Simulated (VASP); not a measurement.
# GaN in VASP: further runs

Runs on GaN. Level: LDA. Tasks: single point.

Everything below comes from runs of VASP 6.6.1. Logs are shortened: lines on timing, memory, paths and dates and some standing lists are left out, and cuts for length are marked.

## (1) The cell of the first run

Symmetry: P6_3mc, No. 186, hexagonal system. Conventional cell: a = 3.152 Å, b = 3.152 Å, c = 5.138 Å, α = 90.00°, β = 90.00°, γ = 120.00°. Ga (site symmetry 3m) has 4 N at 1.88 to 1.95 Å within 2.5 Å. N (site symmetry 3m) has 4 Ga at 1.88 to 1.95 Å within 2.5 Å.

## (2) Single point, LDA (atoms displaced along a vibrational mode)

Contents of INCAR:

```
  ALGO = Normal
  EDIFF = 1E-7
  ENCUT = 520
  ISIF = 2
  ISMEAR = 0
  LASPH = T
  LCHARG = F
  LREAL = F
  LWAVE = F
  NBANDS = 46
  NELM = 60
  PREC = Accurate
  SIGMA = 0.05
```

Contents of KPOINTS:

```
k-points
0
Gamma
  8 6 6
```

Contents of POSCAR:

```
GaN
1.0
   -3.1515767111      0.0000000000      0.0000000000
    0.0000000000      0.0000000000     -5.1382481593
    0.0000000000     -5.4586909876      0.0000000000
Ga N
4 4
Direct
    0.5000000000     -0.0010777027      0.1666682141
    0.0000000000     -0.0010777027      0.6666682141
    0.0000000000      0.4989222973      0.3333317859
    0.5000000000      0.4989222973      0.8333317859
    0.5000000000      0.6331538995      0.1666761830
    0.0000000000      0.6331538995      0.6666761830
    0.0000000000      0.1331538995      0.3333238170
    0.5000000000      0.1331538995      0.8333238170
```

Potentials or basis: VASP PAW LDA potentials, release 64 (Ga_d, N).

Command:

```bash
$ cat potpaw_LDA.64/Ga_d/POTCAR potpaw_LDA.64/N/POTCAR > POTCAR
$ mpirun -np 1 vasp_std > vasp.out
```

OUTCAR:

```text
EDIFF = 1E-7
   ENCUT = 520
   ISIF = 2
   ISMEAR = 0
   LASPH = T
   LREAL = F
   NELM = 60
   PREC = Accurate

 ion  position               nearest neighbor table
   1  0.500  0.999  0.167-   5 1.88   7 1.95   7 1.95   8 1.95
   2  0.000  0.999  0.667-   6 1.88   8 1.95   8 1.95   7 1.95
   3  0.000  0.499  0.333-   7 1.88   5 1.95   5 1.95   6 1.95
   4  0.500  0.499  0.833-   8 1.88   6 1.95   6 1.95   5 1.95
   5  0.500  0.633  0.167-   1 1.88   3 1.95   3 1.95   4 1.95
   6  0.000  0.633  0.667-   2 1.88   4 1.95   4 1.95   3 1.95
   7  0.000  0.133  0.333-   3 1.88   1 1.95   1 1.95   2 1.95
   8  0.500  0.133  0.833-   4 1.88   2 1.95   2 1.95   1 1.95

  LATTYP: Found a simple orthorhombic cell.
 ALAT       =     3.1515767111
 B/A-ratio  =     1.6303738193
 C/A-ratio  =     1.7320508076

  Lattice vectors:

 A1 = (  -3.1515767111,   0.0000000000,   0.0000000000)
 A2 = (   0.0000000000,   0.0000000000,  -5.1382481593)
 A3 = (   0.0000000000,  -5.4586909876,   0.0000000000)

Analysis of symmetry for initial positions (statically):
=====================================================================
 Subroutine PRICEL returns following result:

  LATTYP: Found a hexagonal cell.
 ALAT       =     3.1515767111
 C/A-ratio  =     1.6303738193

  Lattice vectors:

 A1 = (  -1.5757883556,  -2.7293454938,   0.0000000000)
 A2 = (  -1.5757883556,   2.7293454938,   0.0000000000)
 A3 = (   0.0000000000,   0.0000000000,  -5.1382481593)

   2 primitive cells build up your supercell.

 Routine SETGRP: Setting up the symmetry group for a
 simple orthorhombic supercell.

 Subroutine GETGRP returns: Found  4 space group operations
 (whereof  2 operations were pure point group operations)
 out of a pool of  8 trial point group operations.

The static configuration has the point symmetry C_1h.
 The point group associated with its full space group is C_2v.

Analysis of symmetry for dynamics (positions and initial velocities):
=====================================================================
 Subroutine PRICEL returns following result:

  LATTYP: Found a hexagonal cell.
 ALAT       =     3.1515767111
 C/A-ratio  =     1.6303738193

  Lattice vectors:

 A1 = (  -1.5757883556,  -2.7293454938,   0.0000000000)
 A2 = (  -1.5757883556,   2.7293454938,   0.0000000000)
 A3 = (   0.0000000000,   0.0000000000,  -5.1382481593)

   2 primitive cells build up your supercell.

 Routine SETGRP: Setting up the symmetry group for a
 simple orthorhombic supercell.

 Subroutine GETGRP returns: Found  4 space group operations
 (whereof  2 operations were pure point group operations)
 out of a pool of  8 trial point group operations.

The dynamic configuration has the point symmetry C_1h.
 The point group associated with its full space group is C_2v.

 Subroutine INISYM returns: Found  4 space group operations
 (whereof  2 operations are pure point group operations),
 and found     2 'primitive' translations

----------------------------------------------------------------------------------------

                                     Primitive cell

  volume of cell :      44.1979

  direct lattice vectors                    reciprocal lattice vectors
    -1.575788356 -2.729345494  0.000000000    -0.317301494 -0.183194103  0.000000000
    -1.575788356  2.729345494  0.000000000    -0.317301494  0.183194103  0.000000000
     0.000000000  0.000000000 -5.138248159     0.000000000  0.000000000 -0.194618860

  length of vectors
     3.151576711  3.151576711  5.138248159     0.366388206  0.366388206  0.194618860

  position of ions in fractional coordinates (direct lattice)
     0.666668214  0.333331786  0.998922297
     0.333331786  0.666668214  0.498922297
     0.666676183  0.333323817  0.633153900
     0.333323817  0.666676183  0.133153900

  ion indices of the primitive-cell ions
   primitive index   ion index
                 1           1
                 2           4
                 3           5
                 4           8

----------------------------------------------------------------------------------------

 KPOINTS: k-points

Automatic generation of k-mesh.
 Grid dimensions read from file:
 generate k-points for:    8    6    6

 Generating k-lattice:

  Cartesian coordinates                     Fractional coordinates (reciprocal lattice)
    -0.039662687  0.000000000  0.000000000     0.125000000  0.000000000  0.000000000
     0.000000000  0.000000000 -0.032436477     0.000000000  0.166666667  0.000000000
     0.000000000 -0.030532351  0.000000000     0.000000000  0.000000000  0.166666667

  Length of vectors
     0.039662687  0.032436477  0.030532351

  Shift w.r.t. Gamma in fractional coordinates (k-lattice)
     0.000000000  0.000000000  0.000000000

 Subroutine IBZKPT returns following result:
 ===========================================

 Found     80 irreducible k-points:

 Following reciprocal coordinates:
            Coordinates               Weight
[... 53 lines left out ...]
   GGA     = CA    functional components
   LHFCALC =     F    Hartree Fock is set to
   AEXX    =    0.0000 exact exchange contribution
   IVDW    =     0    specifies the selected vdW correction
   LEPSILON=     F    determine dielectric tensor
   LRPA    =     F    only Hartree local field effects (RPA)
 non-spin polarized calculation
 Gauss-broadening in eV      SIGMA  =   0.05
  energy-cutoff  :      520.00
  volume of cell :       88.40
 maximum number of plane-waves:      2408
 NGX is ok and might be reduce to    24
   NGX = 11   NGY = 19   NGZ = 21

 number of electron      71.9999968 magnetization

 Free energy of the ion-electron system (eV)
  ---------------------------------------------------
  ext. energy  EPLUGINS =         0.00000000
  ---------------------------------------------------
  free energy    TOTEN  =       -55.73619776 eV

  energy without entropy =      -55.73619776  energy(sigma->0) =      -55.73619776

 E-fermi :   5.7082     XC(G=0): -12.3006

 val. band max:        5.4990995160   @ k =   0.0000   0.0000   0.0000
 cond. band min:       7.5786648516   @ k =   0.0000   0.0000   0.0000
 fundamental gap:      2.0795653356
 Fermi energy:         5.7082055236

 k-point     1 :       0.0000    0.0000    0.0000
  band No.  band energies     occupation
      1     -10.7099      2.00000
      2      -9.7459      2.00000
      3      -9.6985      2.00000
      4      -9.5522      2.00000
      5      -8.1731      2.00000
      6      -8.1211      2.00000
[... 38 lines left out ...]
     45      15.3546      0.00000
     46      15.5441      0.00000

 k-point     2 :       0.1250    0.0000    0.0000
  band No.  band energies     occupation
      1     -10.5889      2.00000
      2      -9.7131      2.00000
      3      -9.6725      2.00000
      4      -9.5554      2.00000
      5      -8.1533      2.00000
      6      -8.1052      2.00000
[... 38 lines left out ...]
     45      15.2644      0.00000
     46      15.6796      0.00000

 k-point     3 :       0.2500    0.0000    0.0000
  band No.  band energies     occupation
      1     -10.2822      2.00000
      2      -9.6423      2.00000
      3      -9.6175      2.00000
      4      -9.5726      2.00000
      5      -8.1409      2.00000
      6      -8.1087      2.00000
[... 38 lines left out ...]
     45      15.2123      0.00000
     46      15.6519      0.00000

 k-point     4 :       0.3750    0.0000    0.0000
  band No.  band energies     occupation
      1      -9.9483      2.00000
      2      -9.6204      2.00000
      3      -9.5838      2.00000
      4      -9.5741      2.00000
      5      -8.1468      2.00000
      6      -8.0916      2.00000
[... 920 lines left out ...]
     45      15.2289      0.00000
     46      15.7577      0.00000

 k-point    23 :       0.2500    0.0000    0.1667
  band No.  band energies     occupation
      1     -10.2328      2.00000
      2      -9.6837      2.00000
      3      -9.6100      2.00000
      4      -9.5643      2.00000
      5      -8.1333      2.00000
      6      -8.1078      2.00000
[... 38 lines left out ...]
     45      15.1402      0.00000
     46      15.6979      0.00000

 k-point    24 :       0.3750    0.0000    0.1667
  band No.  band energies     occupation
      1      -9.9269      2.00000
      2      -9.6552      2.00000
      3      -9.5713      2.00000
      4      -9.5680      2.00000
      5      -8.1364      2.00000
      6      -8.0814      2.00000
[... 38 lines left out ...]
     45      15.1830      0.00000
     46      15.3236      0.00000

 [... further k-points ...]

------------------------ aborting loop because EDIFF is reached ----------------------------------------

  FORCE on cell =-STRESS in cart. coord.  units (eV):
  Direction    XX          YY          ZZ          XY          YZ          ZX
  --------------------------------------------------------------------------------------
  -------------------------------------------------------------------------------------
  Total       -0.5952606     -0.6050108      3.5872097      0.0000000      0.0000000      0.0000000
  in kB      -10.7891253    -10.9658494     65.0183402      0.0000000      0.0000000      0.0000000
  external PRESSURE =      14.4211218 kB  Pullay stress =       0.0000000 kB

 VOLUME and BASIS-vectors are now :
 -----------------------------------------------------------------------------
  energy-cutoff  :      520.00
  volume of cell :       88.40
      direct lattice vectors                 reciprocal lattice vectors
    -3.151576711  0.000000000  0.000000000    -0.317301494  0.000000000  0.000000000
     0.000000000  0.000000000 -5.138248159     0.000000000  0.000000000 -0.194618860
     0.000000000 -5.458690988  0.000000000     0.000000000 -0.183194103  0.000000000

 POSITION                                       TOTAL-FORCE (eV/Angst)
 -----------------------------------------------------------------------------------
     -1.57579     -0.90979     -5.13271         0.000000      0.000694     -0.799412
      0.00000     -3.63914     -5.13271         0.000000      0.000694     -0.799412
      0.00000     -1.81956     -2.56359         0.000000     -0.000694     -0.799412
     -1.57579     -4.54890     -2.56359         0.000000     -0.000694     -0.799412
     -1.57579     -0.90983     -3.25330        -0.000000      0.000689      0.799412
      0.00000     -3.63918     -3.25330        -0.000000      0.000689      0.799412
      0.00000     -1.81951     -0.68418        -0.000000     -0.000689      0.799412
     -1.57579     -4.54886     -0.68418        -0.000000     -0.000689      0.799412
 -----------------------------------------------------------------------------------
    total drift:                               -0.000000      0.000013      0.000163

  FREE ENERGIE OF THE ION-ELECTRON SYSTEM (eV)
  ---------------------------------------------------
  free  energy   TOTEN  =       -55.7361977560 eV

  energy  without entropy=      -55.7361977560  energy(sigma->0) =      -55.73619776
```

It took 6.7 min on 1 thread of Intel Xeon Platinum 8259CL at 2.50GHz (Skylake/Cascade Lake), shared host; peak memory 0.33 GiB.

What came out:

```yaml
Free_energy: -55.7362 eV
Pressure: 1.4 GPa
Largest_force: 0.799 eV/Å
Band_gap_on_the_k_mesh: 2.08 eV
```

Forces in eV/Å, atoms in the order of the input:
```
Ga   0.000  0.001 -0.799
Ga   0.000  0.001 -0.799
Ga   0.000 -0.001 -0.799
Ga   0.000 -0.001 -0.799
N    0.000  0.001  0.799
N    0.000  0.001  0.799
N    0.000 -0.001  0.799
N    0.000 -0.001  0.799
```

Levels at points of the mesh, in eV from the valence-band top:
```csv
k point,band 32,band 33,band 34,band 35,band 36,band 37,band 38,band 39,band 40,band 41
"(0.00, 0.00, 0.00)",-1.14,-0.96,-0.24,0.00,0.00,2.08,4.43,4.98,5.57,5.89
"(0.50, 0.00, 0.00)",-4.10,-2.24,-2.24,-2.09,-2.09,5.33,5.33,6.77,6.77,7.69
"(0.00, 0.50, 0.00)",-2.02,-0.59,-0.59,-0.59,-0.59,4.28,4.28,4.34,4.34,7.86
"(0.50, 0.50, 0.00)",-3.55,-1.89,-1.89,-1.89,-1.89,5.80,5.80,5.80,5.80,7.93
"(0.00, 0.00, 0.50)",-2.12,-0.96,-0.96,-0.47,-0.47,4.38,4.38,6.01,6.01,7.19
"(0.50, 0.00, 0.50)",-2.90,-2.58,-2.58,-0.96,-0.96,4.98,4.98,5.57,5.57,5.89
"(0.00, 0.50, 0.50)",-2.28,-1.36,-1.36,-1.36,-1.36,5.20,5.20,5.20,5.20,7.69
"(0.50, 0.50, 0.50)",-2.16,-2.02,-2.02,-2.02,-2.02,4.28,4.28,4.28,4.28,7.87
```

Caveat: the cell differs from its parent crystal (atoms displaced along a vibrational mode).

## (3) Single point, LDA (atoms displaced along a vibrational mode)

Contents of INCAR:

```
ALGO = Normal ; EDIFF = 1E-6
ENCUT = 520 ; GGA = CA
ISIF = 2 ; ISMEAR = 0
LASPH = True ; LCHARG = True
LELF = True ; LREAL = False
LVHAR = True ; LWAVE = False
NBANDS = 46 ; NELM = 100
PREC = Accurate ; SIGMA = 0.05
```

KPOINTS is that of step 2.

Contents of POSCAR:

```
GaN
1.0
   -3.1515767111      0.0000000000      0.0000000000
    0.0000000000      0.0000000000     -5.1382481593
    0.0000000000     -5.4586909876      0.0000000000
Ga N
4 4
Direct
    0.5000000000      0.0046583160      0.1699261556
    0.0000000000      0.0020771467      0.6634025390
    0.0000000000      0.5020771467      0.3365974610
    0.5000000000      0.5046583160      0.8300738444
    0.5000000000      0.6104268550      0.1671243071
    0.0000000000      0.6116246439      0.6661804983
    0.0000000000      0.1116246439      0.3338195017
    0.5000000000      0.1104268550      0.8328756929
```

Potentials or basis: VASP PAW LDA potentials, release 64 (Ga_d, N).

Command:

```bash
$ cat potpaw_LDA.64/Ga_d/POTCAR potpaw_LDA.64/N/POTCAR > POTCAR
$ mpirun -np 1 vasp_std > vasp.out
```

Wall time 2.2 min (1 thread of Intel Xeon 6975P-C (Granite Rapids), shared host); peak memory 0.33 GiB.

The run converged. Its results:

| Item | Value |
| --- | --- |
| Free energy | -55.6525 eV |
| Pressure | 2.0 GPa |
| Largest force | 1.084 eV/Å |
| Band gap on the k mesh | 2.07 eV |

Forces in eV/Å, atoms in the order of the input:
```
Ga   0.000  0.509  0.958
Ga   0.000 -0.526  0.700
Ga   0.000  0.526  0.700
Ga   0.000 -0.509  0.958
N    0.000  0.022 -0.798
N    0.000 -0.044 -0.859
N    0.000  0.044 -0.859
N    0.000 -0.022 -0.798
```

Stress tensor (GPa, compression positive):
```
 4.80  0.00  0.00
 0.00  4.83  0.00
 0.00  0.00 -3.61
```

Levels at points of the mesh, in eV from the valence-band top:
| k point | band 34 | band 35 | band 36 | band 37 | band 38 | band 39 |
| --- | --- | --- | --- | --- | --- | --- |
| (0.00, 0.00, 0.00) | -0.18 | -0.18 | 0.00 | 2.07 | 4.15 | 4.85 |
| (0.50, 0.00, 0.00) | -2.53 | -1.96 | -1.81 | 5.72 | 5.93 | 6.65 |
| (0.00, 0.50, 0.00) | -0.69 | -0.69 | -0.69 | 4.28 | 4.28 | 4.38 |
| (0.50, 0.50, 0.00) | -1.76 | -1.61 | -1.61 | 5.70 | 5.70 | 5.82 |
| (0.00, 0.00, 0.50) | -0.73 | -0.68 | -0.62 | 4.26 | 4.37 | 5.79 |
| (0.50, 0.00, 0.50) | -2.14 | -1.41 | -1.34 | 4.75 | 4.94 | 5.54 |
| (0.00, 0.50, 0.50) | -1.67 | -1.43 | -1.43 | 5.17 | 5.17 | 5.31 |
| (0.50, 0.50, 0.50) | -1.98 | -1.83 | -1.83 | 4.26 | 4.26 | 4.44 |

Caveat: the cell differs from its parent crystal (atoms displaced along a vibrational mode); forces of over 1 eV/Å act on the atoms, so gaps and moduli don't describe the material at rest.

## (4) Single point, LDA (atoms displaced along a vibrational mode)

Contents of INCAR:

```
PREC = Accurate ; ENCUT = 520
EDIFF = 1E-7 ; ISMEAR = 0
SIGMA = 0.05 ; LREAL = F
LASPH = T ; NELM = 60
ALGO = Normal ; ISIF = 2
LWAVE = F ; LCHARG = F
GGA = CA ; NBANDS = 46
```

Contents of KPOINTS:

```
regular mesh
0
Gamma
  8 6 6
```

Contents of POSCAR:

```
GaN
1.0
   -3.1515767111      0.0000000000      0.0000000000
    0.0000000000      0.0000000000     -5.1382481593
    0.0000000000     -5.4586909876      0.0000000000
Ga N
4 4
Direct
    0.5000000000      0.0019065285      0.1764544110
    0.0000000000     -0.0058369796      0.6568835612
    0.0000000000      0.4941630204      0.3431164388
    0.5000000000      0.5019065285      0.8235455890
    0.5000000000      0.6357750613      0.1680966438
    0.0000000000      0.6393684281      0.6652652176
    0.0000000000      0.1393684281      0.3347347824
    0.5000000000      0.1357750613      0.8319033562
```

Command:

```bash
$ cat potpaw_LDA.64/Ga_d/POTCAR potpaw_LDA.64/N/POTCAR > POTCAR
$ mpirun -np 1 vasp_std > vasp.out
```

Run time: 2.6 min. Hardware: 1 thread of Intel Xeon 6975P-C (Granite Rapids), shared host; peak memory 0.34 GiB.

It converged, with:

```
Free energy            : -55.4565 eV
Pressure               : 2.4 GPa
Largest force          : 2.355 eV/Å
Band gap on the k mesh : 1.99 eV
```

Forces on the atoms (eV/Å):
```
Ga   0.000  1.224 -0.572
Ga   0.000 -1.277 -1.978
Ga   0.000  1.277 -1.978
Ga   0.000 -1.224 -0.572
N    0.000 -0.046  1.027
N    0.000 -0.076  1.524
N    0.000  0.076  1.524
N    0.000  0.046  1.027
```

Stress tensor (GPa, compression positive):
```
-1.66  0.00  0.00
 0.00 -1.71  0.00
 0.00  0.00 10.50
```

Levels at points of the mesh, in eV from the valence-band top:
```tsv
k point	band 32	band 33	band 34	band 35	band 36	band 37	band 38	band 39	band 40	band 41
(0.00, 0.00, 0.00)	-1.20	-0.73	-0.37	-0.03	0.00	1.99	4.38	4.94	5.45	5.81
(0.50, 0.00, 0.00)	-3.91	-2.62	-2.14	-2.09	-2.02	4.83	5.46	6.55	6.81	7.48
(0.00, 0.50, 0.00)	-2.13	-0.63	-0.63	-0.57	-0.57	4.07	4.07	4.37	4.37	7.82
(0.50, 0.50, 0.00)	-3.51	-2.19	-2.19	-1.78	-1.78	5.50	5.50	5.89	5.89	7.73
(0.00, 0.00, 0.50)	-2.09	-1.18	-1.01	-0.54	-0.32	4.15	4.45	5.92	6.02	6.91
(0.50, 0.00, 0.50)	-2.84	-2.81	-2.57	-1.02	-0.85	4.65	5.21	5.22	5.65	5.66
(0.00, 0.50, 0.50)	-2.17	-1.75	-1.75	-1.05	-1.05	4.90	4.90	5.32	5.32	7.51
(0.50, 0.50, 0.50)	-2.13	-2.09	-2.09	-1.85	-1.85	3.90	3.90	4.44	4.44	7.69
```

Caveat: the cell differs from its parent crystal (atoms displaced along a vibrational mode); forces of over 1 eV/Å act on the atoms, so gaps and moduli don't describe the material at rest.

## (5) Overview

| cell | gap on the mesh (eV) | pressure (GPa) | largest force (eV/Å) |
| --- | --- | --- | --- |
| as given, atomic positions A | 2.08 | 1.4 | 0.80 |
| as given, atomic positions B | 2.07 | 2.0 | 1.08 |
| as given, atomic positions C | 1.99 | 2.4 | 2.35 |

Alike in all rows: task single point; level LDA; potentials or basis VASP PAW LDA potentials, release 64 (Ga_d, N); no spin polarisation; k mesh 8 × 6 × 6; cutoff (eV) 520; smearing gaussian 0.05 eV.

Caveats: forces of over 1 eV/Å act on the atoms, so gaps and moduli don't describe the material at rest (at least some runs).

Absolute energies hang on the potentials; compare differences alone.
